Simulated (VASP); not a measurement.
HfPdCl3, 5 atoms in the cell. It takes space group Pm-3m (No. 221, cubic). The conventional cell has a = 4.817 Å, b = 4.817 Å, c = 4.817 Å, α = 90.00°, β = 90.00°, γ = 90.00°. Within 4.5 Å of Hf (site symmetry m-3m) lie 12 Cl at 3.41 Å and 8 Pd at 4.17 Å. Pd (site symmetry m-3m) has 6 Cl at 2.41 Å within 3.2 Å. Within 3.2 Å of Cl (site symmetry 4/mmm) lie 2 Pd at 2.41 Å. 

| Item | Value |
| --- | --- |
| Program | VASP 6.6.1 |
| Task | single point |
| Functional | r2SCAN |
| Potentials or basis | VASP PAW PBE potentials, release 64 (Hf_pv, Pd, Cl) |
| Cutoff | 520 eV |
| k mesh | 8 × 8 × 8 |
| Occupations | gaussian, width 0.1 eV |
| Spin | no spin polarisation |
| Dipole correction | no |
| Further INCAR settings | ALGO = Normal; EDIFF = 1e-06; NBANDS = 28 |

Potentials or basis: VASP PAW PBE potentials, release 64 (Hf_pv, Pd, Cl).

Launch:

```bash
$ cat potpaw_PBE.64/Hf_pv/POTCAR potpaw_PBE.64/Pd/POTCAR potpaw_PBE.64/Cl/POTCAR > POTCAR
$ cp INCAR.step1 INCAR
$ mpirun -np 1 vasp_std > vasp.out
$ cp INCAR.step2 INCAR
$ mpirun -np 1 vasp_std > vasp.out
```

Hardware: 1 thread of Intel(R) Xeon(R) Platinum 8259CL CPU @ 2.50GHz (Skylake/Cascade Lake) (shared host).

Task: How long does it take, and how much memory?

Result: Run time: 4.3 min on 1 thread of Intel(R) Xeon(R) Platinum 8259CL CPU @ 2.50GHz (Skylake/Cascade Lake), with other jobs on the host, peak memory 0.29 GiB. Counts: k points 35.
